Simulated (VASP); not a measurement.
# InP (I-4m2) in VASP: a series of runs

The runs below take InP through single point, with PBE.

All numbers are computed with VASP 6.6.1; they aren't measurements. Logs are shortened: lines on timing, memory, paths and dates and some standing lists are left out, and cuts for length are marked.

**1. The cell of the first run**

The structure is tetragonal, space group I-4m2 (No. 119). Conventional cell: a = 4.341 Å, b = 4.341 Å, c = 5.871 Å, α = 90.00°, β = 90.00°, γ = 90.00°. In (site symmetry -4m2) has 4 P at 2.62 Å within 3.5 Å. P (site symmetry -4m2) has 4 In at 2.62 Å within 3.5 Å.

**2. Single point, PBE (strain +0.030 along x and y, -0.015 along z)**

Input file INCAR:

```
SYSTEM = InP
PREC = Accurate
ENCUT = 520
EDIFF = 1E-7
ISMEAR = 0
SIGMA = 0.05
LREAL = .False.
LASPH = .True.
NELM = 100
ALGO = Normal
ISIF = 2
LWAVE = .False.
LCHARG = .False.
GGA = PE
NBANDS = 16
```

Input file KPOINTS:

```
Automatic mesh
0
Gamma
  10 10 10
  0 0 0
```

Input file POSCAR:

```
InP
1.0
    0.0000000000      3.0694352298      2.9353336906
    3.0694352298      0.0000000000      2.9353336906
    3.0694352298      3.0694352298      0.0000000000
In P
1 1
Direct
    0.0000000000      0.0000000000      0.0000000000
    0.7500000000      0.7500000000      0.7500000000
```

Potentials or basis: VASP PAW PBE potentials, release 64 (In_d, P).

Run with:

```bash
$ cat potpaw_PBE.64/In_d/POTCAR potpaw_PBE.64/P/POTCAR > POTCAR
$ mpirun -np 1 vasp_std > vasp.out
```

OUTCAR:

```text
SYSTEM = InP
   PREC = Accurate
   ENCUT = 520
   EDIFF = 1E-7
   ISMEAR = 0
   LREAL = .False.
   LASPH = .True.
   NELM = 100
   ISIF = 2
   GGA = PE

 ion  position               nearest neighbor table
   1  0.000  0.000  0.000-   2 2.62   2 2.62   2 2.62   2 2.62
   2  0.750  0.750  0.750-   1 2.62   1 2.62   1 2.62   1 2.62

  LATTYP: Found a body centered tetragonal cell.
 ALAT       =     4.3408369308
 C/A-ratio  =     1.3524275329

  Lattice vectors:

 A1 = (   0.0000000000,  -3.0694352298,  -2.9353336906)
 A2 = (   0.0000000000,   3.0694352298,  -2.9353336906)
 A3 = (   3.0694352298,   0.0000000000,   2.9353336906)

Analysis of symmetry for initial positions (statically):
=====================================================================
 Subroutine PRICEL returns:
 Original cell was already a primitive cell.

 Routine SETGRP: Setting up the symmetry group for a
 body centered tetragonal supercell.

 Subroutine GETGRP returns: Found  8 space group operations
 (whereof  8 operations were pure point group operations)
 out of a pool of 16 trial point group operations.

The static configuration has the point symmetry D_2d.

Analysis of symmetry for dynamics (positions and initial velocities):
=====================================================================
 Subroutine PRICEL returns:
 Original cell was already a primitive cell.

 Routine SETGRP: Setting up the symmetry group for a
 body centered tetragonal supercell.

 Subroutine GETGRP returns: Found  8 space group operations
 (whereof  8 operations were pure point group operations)
 out of a pool of 16 trial point group operations.

The dynamic configuration has the point symmetry D_2d.

 Subroutine INISYM returns: Found  8 space group operations
 (whereof  8 operations are pure point group operations),
 and found     1 'primitive' translations

----------------------------------------------------------------------------------------

                                     Primitive cell

  volume of cell :      55.3101

  direct lattice vectors                    reciprocal lattice vectors
     0.000000000  3.069435230  2.935333691    -0.162896417  0.162896417  0.170338385
     3.069435230  0.000000000  2.935333691     0.162896417 -0.162896417  0.170338385
     3.069435230  3.069435230  0.000000000     0.162896417  0.162896417 -0.170338385

  length of vectors
     4.247071521  4.247071521  4.340836931     0.286505934  0.286505934  0.286505934

  position of ions in fractional coordinates (direct lattice)
     0.000000000  0.000000000  0.000000000
     0.750000000  0.750000000  0.750000000

  ion indices of the primitive-cell ions
   primitive index   ion index
                 1           1
                 2           2

----------------------------------------------------------------------------------------

 KPOINTS: Automatic mesh

Automatic generation of k-mesh.
 Grid dimensions read from file:
 generate k-points for:   10   10   10

 Generating k-lattice:

  Cartesian coordinates                     Fractional coordinates (reciprocal lattice)
    -0.016289642  0.016289642  0.017033838     0.100000000  0.000000000  0.000000000
     0.016289642 -0.016289642  0.017033838     0.000000000  0.100000000  0.000000000
     0.016289642  0.016289642 -0.017033838    -0.000000000 -0.000000000  0.100000000

  Length of vectors
     0.028650593  0.028650593  0.028650593

  Shift w.r.t. Gamma in fractional coordinates (k-lattice)
     0.000000000  0.000000000  0.000000000

 Subroutine IBZKPT returns following result:
 ===========================================

 Found    102 irreducible k-points:

 Following reciprocal coordinates:
            Coordinates               Weight
  0.000000  0.000000  0.000000      1.000000
  0.100000  0.000000  0.000000      8.000000
  0.200000  0.000000  0.000000      8.000000
  0.300000  0.000000  0.000000      8.000000
  0.400000  0.000000  0.000000      8.000000
  0.500000  0.000000  0.000000      4.000000
[... 16 lines left out ...]
  0.300000  0.300000  0.000000      2.000000
  0.400000  0.300000  0.000000      8.000000
 [... further k-points ...]
   k-points           NKPTS =    102   k-points in BZ     NKDIM =    102   number of bands    NBANDS=     16
   number of dos      NEDOS =    301   number of ions     NIONS =      2
   total plane-waves  NPLWV =  32768
   dimension x,y,z NGX =    32 NGY =   32 NGZ =   32
   dimension x,y,z NGXF=    64 NGYF=   64 NGZF=   64
   ions per type =               1   1
   NGX,Y,Z   is equivalent  to a cutoff of  12.53, 12.53, 12.26 a.u.
   NGXF,Y,Z  is equivalent  to a cutoff of  25.05, 25.05, 24.51 a.u.
 SYSTEM =  InP
   PREC   = accura    normal or accurate (medium, high low for compatibility)
   ISTART =      0    job   : 0-new  1-cont  2-samecut
   ICHARG =      2    charge: 1-file 2-atom 10-const
   ISPIN  =      1    spin polarized calculation?
   LNONCOLLINEAR =      F non collinear calculations
   LSORBIT =      F    spin-orbit coupling
   LASPH  =      T    aspherical Exc in radial PAW
   ENCUT  =  520.0 eV  38.22 Ry    6.18 a.u.   7.90  7.90  8.07*2*pi/ulx,y,z
   NELM   =    100;   NELMIN=  2; NELMDL= -5     # of ELM steps
   EDIFF  = 0.1E-06   stopping-criterion for ELM
   LREAL  =      F    real-space projection
   EDIFFG = 0.1E-05   stopping-criterion for IOM
   NSW    =      0    number of steps for IOM
   IBRION =     -1    ionic relax: 0-MD 1-quasi-New 2-CG
   NFREE  =      0    steps in history (QN), initial steepest desc. (CG)
   ISIF   =      2    stress and relaxation
   ISYM   =      2    0-nonsym 1-usesym 2-fastsym
   POTIM  = 0.5000    time-step for ionic-motion
   TEBEG  =    0.0;   TEEND  =   0.0 temperature during run
   PSTRESS=    0.0 pullay stress
   NELECT =      18.0000    total number of electrons
   NUPDOWN=      -1.0000    fix difference up-down
   EMIN   =  10.00;   EMAX   =-10.00  energy-range for DOS
   EFERMI =   0.00;   METHOD = LEGACY
   ISMEAR =     0;   SIGMA  =   0.05  broadening in eV -4-tet -1-fermi 0-gaus
   EFERMI_NEDOS =   21; number of points for ismear=-14 and -15
   IALGO  =     38    algorithm
   IMIX   =      4    mixing-type and parameters
     AMIX     =   0.40;   BMIX     =  1.00
     AMIX_MAG =   1.60;   BMIX_MAG =  1.00
  volume/ion in A,a.u.               =      27.66       186.63
  Fermi-wavevector in a.u.,A,eV,Ry     =   1.126067  2.127958 17.252550  1.268027
  Thomas-Fermi vector in A             =   2.262747
   LORBIT       =      0    0 simple, 1 ext, 2 COOP (PROOUT), +10 PAW based schemes
   GGA     = PE    functional components
   LHFCALC =     F    Hartree Fock is set to
   AEXX    =    0.0000 exact exchange contribution
   IVDW    =     0    specifies the selected vdW correction
   LEPSILON=     F    determine dielectric tensor
   LRPA    =     F    only Hartree local field effects (RPA)
 non-spin polarized calculation
 Gauss-broadening in eV      SIGMA  =   0.05
  energy-cutoff  :      520.00
  volume of cell :       55.31
 maximum number of plane-waves:      1522
   NGX = 15   NGY = 15   NGZ = 17

 number of electron      17.9999994 magnetization

 Free energy of the ion-electron system (eV)
  ---------------------------------------------------
  ext. energy  EPLUGINS =         0.00000000
  ---------------------------------------------------
  free energy    TOTEN  =        -8.38038151 eV

  energy without entropy =       -8.38034590  energy(sigma->0) =       -8.38036370

 E-fermi :   4.3651     XC(G=0):  -8.8736

 val. band max:        4.3311578586   @ k =   0.0000   0.0000   0.0000
 cond. band min:       4.3989961281   @ k =   0.0000   0.0000   0.0000
 fundamental gap:      0.0678382694
 Fermi energy:         4.3650770137

 k-point     1 :       0.0000    0.0000    0.0000
  band No.  band energies     occupation
      1      -9.8265      2.00000
      2      -9.8265      2.00000
      3      -9.8089      2.00000
      4      -9.7162      2.00000
      5      -9.7066      2.00000
      6      -6.6983      2.00000
[... 8 lines left out ...]
     15      13.1871      0.00000
     16      13.7869      0.00000

 k-point     2 :       0.1000    0.0000    0.0000
  band No.  band energies     occupation
      1      -9.8316      2.00000
      2      -9.8229      2.00000
      3      -9.8085      2.00000
      4      -9.7165      2.00000
      5      -9.7062      2.00000
      6      -6.6000      2.00000
[... 8 lines left out ...]
     15      12.8582      0.00000
     16      13.3156      0.00000

 k-point     3 :       0.2000    0.0000    0.0000
  band No.  band energies     occupation
      1      -9.8501      2.00000
      2      -9.8142      2.00000
      3      -9.8025      2.00000
      4      -9.7165      2.00000
      5      -9.7044      2.00000
      6      -6.3180      2.00000
[... 8 lines left out ...]
     15      12.7332      0.00000
     16      13.4527      0.00000

 k-point     4 :       0.3000    0.0000    0.0000
  band No.  band energies     occupation
      1      -9.8743      2.00000
      2      -9.8052      2.00000
      3      -9.7945      2.00000
      4      -9.7148      2.00000
      5      -9.7002      2.00000
      6      -5.9010      2.00000
[... 8 lines left out ...]
     15      12.9050      0.00000
     16      13.2042      0.00000

 k-point     5 :       0.4000    0.0000    0.0000
  band No.  band energies     occupation
      1      -9.8937      2.00000
      2      -9.7995      2.00000
      3      -9.7894      2.00000
      4      -9.7117      2.00000
      5      -9.6950      2.00000
      6      -5.4696      2.00000
[... 8 lines left out ...]
     15      13.7917      0.00000
     16      13.8945      0.00000

 k-point     6 :       0.5000    0.0000    0.0000
  band No.  band energies     occupation
      1      -9.9010      2.00000
      2      -9.7978      2.00000
      3      -9.7879      2.00000
      4      -9.7101      2.00000
      5      -9.6926      2.00000
      6      -5.2662      2.00000
[... 8 lines left out ...]
     15      14.4469      0.00000
     16      14.7648      0.00000

 k-point     7 :       0.1000    0.1000    0.0000
  band No.  band energies     occupation
      1      -9.8246      2.00000
      2      -9.8194      2.00000
      3      -9.8194      2.00000
      4      -9.7194      2.00000
      5      -9.7038      2.00000
      6      -6.5606      2.00000
[... 8 lines left out ...]
     15      13.2714      0.00000
     16      13.2925      0.00000

 k-point     8 :       0.2000    0.1000    0.0000
  band No.  band energies     occupation
      1      -9.8461      2.00000
      2      -9.8104      2.00000
      3      -9.8088      2.00000
      4      -9.7223      2.00000
      5      -9.7006      2.00000
      6      -6.3336      2.00000
[... 8 lines left out ...]
     15      13.2025      0.00000
     16      13.9458      0.00000

 k-point     9 :       0.3000    0.1000    0.0000
  band No.  band energies     occupation
      1      -9.8710      2.00000
      2      -9.8008      2.00000
      3      -9.7982      2.00000
      4      -9.7229      2.00000
      5      -9.6964      2.00000
      6      -5.9549      2.00000
[... 8 lines left out ...]
     15      13.4421      0.00000
     16      13.7731      0.00000
[... 172 lines left out ...]
 k-point    19 :       0.5000    0.2000    0.0000
  band No.  band energies     occupation
      1      -9.9107      2.00000
      2      -9.7814      2.00000
      3      -9.7791      2.00000
      4      -9.7270      2.00000
      5      -9.6892      2.00000
      6      -5.0896      2.00000
[... 8 lines left out ...]
     15      14.7499      0.00000
     16      15.4661      0.00000

 k-point    20 :      -0.4000    0.2000    0.0000
  band No.  band energies     occupation
      1      -9.9087      2.00000
      2      -9.7822      2.00000
      3      -9.7812      2.00000
      4      -9.7201      2.00000
      5      -9.6948      2.00000
      6      -5.0560      2.00000
[... 8 lines left out ...]
     15      13.5036      0.00000
     16      15.3661      0.00000

 k-point    21 :      -0.3000    0.2000    0.0000
  band No.  band energies     occupation
      1      -9.8981      2.00000
      2      -9.7881      2.00000
      3      -9.7839      2.00000
      4      -9.7146      2.00000
      5      -9.7023      2.00000
      6      -5.3594      2.00000
[... 8 lines left out ...]
     15      13.7728      0.00000
     16      15.2867      0.00000

 k-point    22 :      -0.2000    0.2000    0.0000
  band No.  band energies     occupation
      1      -9.8825      2.00000
      2      -9.7991      2.00000
      3      -9.7867      2.00000
      4      -9.7120      2.00000
      5      -9.7068      2.00000
      6      -5.7744      2.00000
[... 8 lines left out ...]
     15      13.9227      0.00000
     16      15.0717      0.00000

 k-point    23 :       0.3000    0.3000    0.0000
  band No.  band energies     occupation
      1      -9.9066      2.00000
      2      -9.7764      2.00000
      3      -9.7764      2.00000
      4      -9.7407      2.00000
      5      -9.6873      2.00000
      6      -5.5793      2.00000
[... 8 lines left out ...]
     15      14.0633      0.00000
     16      16.5191      0.00000

 k-point    24 :       0.4000    0.3000    0.0000
  band No.  band energies     occupation
      1      -9.9225      2.00000
      2      -9.7685      2.00000
      3      -9.7671      2.00000
      4      -9.7437      2.00000
      5      -9.6839      2.00000
      6      -5.2237      2.00000
[... 8 lines left out ...]
     15      14.5544      0.00000
     16      16.4172      0.00000

 [... further k-points ...]
[... 5 lines left out ...]
  --------------------------------------------------------------------------------------
  -------------------------------------------------------------------------------------
  Total       -1.0387646     -1.0387646     -0.4461584      0.0000000     -0.0000000     -0.0000000
  in kB      -30.0900782    -30.0900782    -12.9239485      0.0000000     -0.0000000     -0.0000000
  external PRESSURE =     -24.3680350 kB  Pullay stress =       0.0000000 kB

 VOLUME and BASIS-vectors are now :
 -----------------------------------------------------------------------------
  energy-cutoff  :      520.00
  volume of cell :       55.31
      direct lattice vectors                 reciprocal lattice vectors
     0.000000000  3.069435230  2.935333691    -0.162896417  0.162896417  0.170338385
     3.069435230  0.000000000  2.935333691     0.162896417 -0.162896417  0.170338385
     3.069435230  3.069435230  0.000000000     0.162896417  0.162896417 -0.170338385

 POSITION                                       TOTAL-FORCE (eV/Angst)
 -----------------------------------------------------------------------------------
      0.00000      0.00000      0.00000         0.000000      0.000000      0.000000
      4.60415      4.60415      4.40300        -0.000000     -0.000000     -0.000000
 -----------------------------------------------------------------------------------
    total drift:                                0.000000      0.000000      0.000000

  FREE ENERGIE OF THE ION-ELECTRON SYSTEM (eV)
  ---------------------------------------------------
  free  energy   TOTEN  =        -8.3803815082 eV

  energy  without entropy=       -8.3803458989  energy(sigma->0) =       -8.38036370
```

It took 38 s on 1 thread of Intel Xeon 6975P-C (Granite Rapids), shared host; peak memory 0.23 GiB.

What came out:

- Free energy: -8.3804 eV
- Pressure: -2.4 GPa
- Band gap on the k mesh: 0.07 eV, direct

Stress tensor (GPa, compression positive):
```
-3.01  0.00  0.00
 0.00 -3.01  0.00
 0.00  0.00 -1.29
```

Caveat: the cell differs from its parent crystal (strain +0.030 along x and y, -0.015 along z); spin-orbit coupling is left out, which moves the levels of the heavy elements.

**3. Single point, PBE (strain +0.030 along x and y, +0.000 along z)**

Input file INCAR:

```
PREC = Accurate
ENCUT = 520
EDIFF = 1E-7
ISMEAR = 0
SIGMA = 0.05
LREAL = F
LASPH = T
NELM = 80
ALGO = Normal
ISIF = 2
LWAVE = F
LCHARG = T
GGA = PE
LELF = T
LVHAR = T
NBANDS = 16
```

Input file KPOINTS:

```
regular mesh
0
Gamma
  10 10 10
```

Input file POSCAR:

```
InP
1.0
    0.0000000000      3.0694352298      2.9800342037
    3.0694352298      0.0000000000      2.9800342037
    3.0694352298      3.0694352298      0.0000000000
In P
1 1
Direct
    0.0000000000      0.0000000000      0.0000000000
    0.7500000000      0.7500000000      0.7500000000
```

Potentials or basis: VASP PAW PBE potentials, release 64 (In_d, P).

Run with:

```bash
$ cat potpaw_PBE.64/In_d/POTCAR potpaw_PBE.64/P/POTCAR > POTCAR
$ mpirun -np 1 vasp_std > vasp.out
```

Wall time 42 s (1 thread of Intel Xeon 6975P-C (Granite Rapids), shared host); peak memory 0.23 GiB.

Results (log left out):

| Item | Value |
| --- | --- |
| Free energy | -8.3711 eV |
| Pressure | -3.1 GPa |
| Band gap on the k mesh | 0.03 eV, direct |

Stress tensor (GPa, compression positive):
```
-3.49  0.00  0.00
 0.00 -3.49  0.00
 0.00  0.00 -2.33
```

Levels at points of the mesh, in eV from the valence-band top:
```tsv
k point	band 5	band 6	band 7	band 8	band 9	band 10	band 11	band 12	band 13	band 14
(0.00, 0.00, 0.00)	-13.99	-10.90	-0.12	-0.12	0.00	0.03	3.96	4.02	4.02	8.01
(0.50, 0.00, 0.00)	-13.97	-9.51	-5.28	-0.99	-0.82	1.14	4.61	4.80	6.75	8.92
(0.50, 0.50, 0.00)	-13.96	-8.93	-5.28	-2.15	-2.15	1.77	2.00	8.65	8.77	8.77
(0.50, 0.00, 0.50)	-13.97	-9.01	-5.44	-2.01	-2.00	1.90	2.24	8.39	8.67	8.84
```

Caveat: the cell differs from its parent crystal (strain +0.030 along x and y, +0.000 along z); spin-orbit coupling is left out, which moves the levels of the heavy elements.

**4. Single point, PBE (strain +0.000 along x and y, -0.030 along z)**

Input file INCAR:

```
PREC = Accurate
ENCUT = 520
EDIFF = 1E-6
ISMEAR = 0
SIGMA = 0.05
LREAL = F
LASPH = T
NELM = 60
ALGO = Normal
ISIF = 2
LWAVE = F
LCHARG = F
GGA = PE
NBANDS = 16
```

KPOINTS is that of step 3.

Input file POSCAR:

```
InP
1.0
    0.0000000000      2.9800342037      2.8906331776
    2.9800342037      0.0000000000      2.8906331776
    2.9800342037      2.9800342037      0.0000000000
In P
1 1
Direct
    0.0000000000      0.0000000000      0.0000000000
    0.7500000000      0.7500000000      0.7500000000
```

Run with:

```bash
$ cat potpaw_PBE.64/In_d/POTCAR potpaw_PBE.64/P/POTCAR > POTCAR
$ mpirun -np 1 vasp_std > vasp.out
```

It took 2.1 min on 1 thread of AMD EPYC 7R13, shared host; peak memory 0.2 GiB.

Results (log left out):

| Property | Result |
| --- | --- |
| Free energy | -8.3951 eV |
| Pressure | 1.8 GPa |
| Band gap on the k mesh | 0.51 eV, direct |

Stress tensor (GPa, compression positive):
```
1.46 0.00 0.00
0.00 1.46 0.00
0.00 0.00 2.62
```

Levels at points of the mesh, in eV from the valence-band top:
```csv
k point,band 7,band 8,band 9,band 10,band 11,band 12
"(0.00, 0.00, 0.00)",-0.13,-0.13,0.00,0.51,3.98,4.03
"(0.50, 0.00, 0.00)",-5.71,-1.12,-0.94,1.35,4.62,4.84
"(0.50, 0.50, 0.00)",-5.63,-2.45,-2.45,1.61,2.00,9.19
"(0.50, 0.00, 0.50)",-5.81,-2.29,-2.27,1.76,2.27,8.89
```

Caveat: the cell differs from its parent crystal (strain +0.000 along x and y, -0.030 along z); spin-orbit coupling is left out, which moves the levels of the heavy elements.

(Part 1 of 2 ends here.)
